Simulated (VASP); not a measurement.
Set up this calculation in VASP 6.6.1, as the native input.

```
Task                   : single point
Functional             : PBEsol
Potentials or basis    : VASP PAW PBE potentials, release 64 (Hf_pv, B)
Cutoff                 : 520 eV
k mesh                 : 12 × 12 × 10
Occupations            : gaussian, width 0.1 eV
Spin                   : no spin polarisation
Dipole correction      : no
Further INCAR settings : ALGO = Normal; EDIFF = 1e-06; NBANDS = 15
```

The structure of HfB2 lies in POSCAR:

```
HfB2
1.0
    3.2188796041      0.0000000000      0.0000000000
   -1.6094398020      2.7876315088      0.0000000000
    0.0000000000      0.0000000000      3.3295533989
Hf B
1 2
Direct
    0.0000000000      0.0000000000      0.0000000000
    0.6666666667      0.3333333333      0.5000000000
    0.3333333333      0.6666666667      0.5000000000
```

The input as run:

INCAR

```
PREC = Accurate
ENCUT = 520
EDIFF = 1E-6
ISMEAR = 0
SIGMA = 0.1
LREAL = F
LASPH = T
NELM = 80
ALGO = Normal
ISIF = 2
LWAVE = F
LCHARG = T
GGA = PS
LELF = T
LVHAR = T
NBANDS = 15
```

KPOINTS

```
Automatic mesh
0
Gamma
  12 12 10
```

Potentials or basis: VASP PAW PBE potentials, release 64 (Hf_pv, B).

The run is started by

```sh
$ cat potpaw_PBE.64/Hf_pv/POTCAR potpaw_PBE.64/B/POTCAR > POTCAR
$ mpirun -np 1 vasp_std > vasp.out
```

It gave:

* Pressure: -6.6 GPa
* Band gap on the k mesh: zero (bands 8 and 9 overlap by 0.77 eV)

Caveat: the stress differs along the axes, from -14 to 9 GPa; the PAW data sets were made with another functional, which shifts forces and pressure a little; spin-orbit coupling is left out, which moves the levels of the heavy elements.

Run time: 22 s on 1 thread of Intel(R) Xeon(R) Platinum 8488C (Sapphire Rapids), on a shared host, peak memory 0.18 GiB.
